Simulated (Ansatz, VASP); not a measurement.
**Two plane-wave programs on CdTe4**

```xyz
5
Lattice="-3.7087 3.7087 3.7087 3.7087 -3.7087 3.7087 3.7087 3.7087 -3.7087" Properties=species:S:1:pos:R:3 pbc="T T T"
Cd    0.0000    0.0000    0.0000
Te    1.2966    1.2966    1.2966
Te   -2.4121    2.4121    2.4121
Te    2.4121    2.4121   -2.4121
Te    2.4121   -2.4121    2.4121
```

Change from the starting cell: species swapped into the GeF4 type (I-43m, No. 217).

Alike in both runs: task relaxation of cell and atoms; functional PBE; k mesh 4 × 4 × 4; occupations gaussian, width 0.1 eV; no spin polarisation.

|  | VASP | Ansatz |
| --- | --- | --- |
| version | VASP 6.6.1 | Ansatz 0.2.0 |
| potentials or method | VASP PAW PBE potentials, release 64 (Cd, Te), cutoff 600 eV | scalar-relativistic, plane waves, PAW |
| valence electrons in the cell | 36 | 84 |

```tsv
	VASP	Ansatz	Ansatz less VASP
gap on the k mesh at the Fermi level, each at its own relaxed structure (eV)	none	none	-
relaxed volume (Å³/atom)	33.72	33.68	-0.045
relaxed cell length with the largest relative difference (Å)	6.028	6.025	-0.0027
```

A gap of «none» marks a metal or a gap that the smearing closes. VASP's potentials hold 36 valence electrons a cell and Ansatz's 84, so a difference there can come from the potentials and not from the codes.

Neither program's run includes spin-orbit coupling. Noted on VASP's run: the volume moved by over 15 % at a fixed basis, so the end points are rough.
